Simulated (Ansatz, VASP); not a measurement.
**One calculation of In, two programs**

File INCAR:

```
PREC = Accurate
ENCUT = 520
EDIFF = 1E-7
ISMEAR = -1
SIGMA = 0.1
LREAL = F
LASPH = T
NELM = 60
ALGO = Normal
ISIF = 2
LWAVE = F
LCHARG = T
GGA = RE
LELF = T
LVHAR = T
NBANDS = 34
```

KPOINTS

```
regular mesh
0
Gamma
  12 12 4
```

The input POSCAR:

```
In
1.0
    3.3385072442      0.0000000000      0.0000000000
   -1.6692536221      2.8912320842      0.0000000000
    0.0000000000      0.0000000000     10.8437408277
In
4
Direct
    0.0000000000      0.0000000000      0.0000000000
    0.0000000000      0.0000000000      0.5000000000
    0.3333333333      0.6666666667      0.2500000000
    0.6666666667      0.3333333333      0.7500000000
```

Input for Ansatz:

```yaml
crystal:
  lattice:
    - [3.3385072442, 0.0, 0.0]
    - [-1.6692536221, 2.8912320842, 0.0]
    - [0.0, 0.0, 10.8437408277]
  atoms:
    - { symbol: In, position: [0.0, 0.0, 0.0] }
    - { symbol: In, position: [0.0, 0.0, 0.5] }
    - { symbol: In, position: [0.3333333333, 0.6666666667, 0.25] }
    - { symbol: In, position: [0.6666666667, 0.3333333333, 0.75] }
hamiltonian:
  xc: revpbe
  pseudopotentials:
    kind: paw
    azcp:
      In: "pseudopotentials/In.paw.azcp"
basis:
  ecutwfc: 420
  fft_grid_basis: typed
kpoints:
  mp_grid: { grid: [12, 12, 4], shift: [0, 0, 0] }
magnetization:
  spin_polarized: false
scf:
  occupations: { method: fermi_dirac, width: 0.1 }
  lower_state_search: "off"
output:
  stress: true
```

Alike in both runs: task single point; functional revPBE; k mesh 12 × 12 × 4; occupations fermi-dirac, width 0.1 eV; no spin polarisation.

|  | VASP | Ansatz |
| --- | --- | --- |
| version | VASP 6.6.1 | Ansatz 0.2.0 |
| potentials or method | VASP PAW PBE potentials, release 64 (In_d), cutoff 520 eV | plane waves (420 eV) with PAW, scalar-relativistic |
| valence electrons in the cell | 52 | 52 |

```tsv
	VASP	Ansatz	Ansatz less VASP
pressure (GPa)	3.2	3.3	+0.03
traceless stress, the component that is largest in VASP (GPa)	0.08	0.08	-0.001
```

VASP's potentials were made for PBE, not for revPBE. With one functional, cell and mesh, what is left measures potentials, basis and numerics.
